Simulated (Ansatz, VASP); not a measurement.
Co: VASP beside Ansatz

```
CELL_PARAMETERS angstrom
2.50540 0.00000 0.00000
-1.25270 2.16974 0.00000
0.00000 0.00000 4.08930
ATOMIC_POSITIONS crystal
Co 0.33333 0.66667 0.25000
Co 0.66667 0.33333 0.75000
```

Alike in both runs: task single point; functional PBE; k mesh 11 × 11 × 6; occupations fermi-dirac, width 0.1 eV; collinear spin.

|  | VASP | Ansatz |
| --- | --- | --- |
| version | VASP 6.6.1 | Ansatz 0.2.0 |
| potentials or method | VASP PAW PBE potentials, release 64 (Co), cutoff 520 eV | PAW, plane waves, scalar-relativistic |
| valence electrons in the cell | 18 | 34 |

|  | VASP | Ansatz | Ansatz less VASP |
| --- | --- | --- | --- |
| pressure (GPa) | -10.8 | -10.3 | +0.46 |
| traceless stress, the component that is largest in VASP (GPa) | -0.17 | -0.12 | +0.048 |
| net moment per atom (μB) | 0.00 | 0.00 | 0.000 |
| size of the moment on the site where the two differ most (μB) | 0.95 | 0.97 | +0.018 |

Site moments also hang on the region over which each program counts them. The functional is the same, so the differences come from potentials, cutoffs and numerics. VASP's potentials hold 18 valence electrons a cell and Ansatz's 34, so a difference there can come from the potentials and not from the codes. Ansatz's warnings: negative dielectric reading.
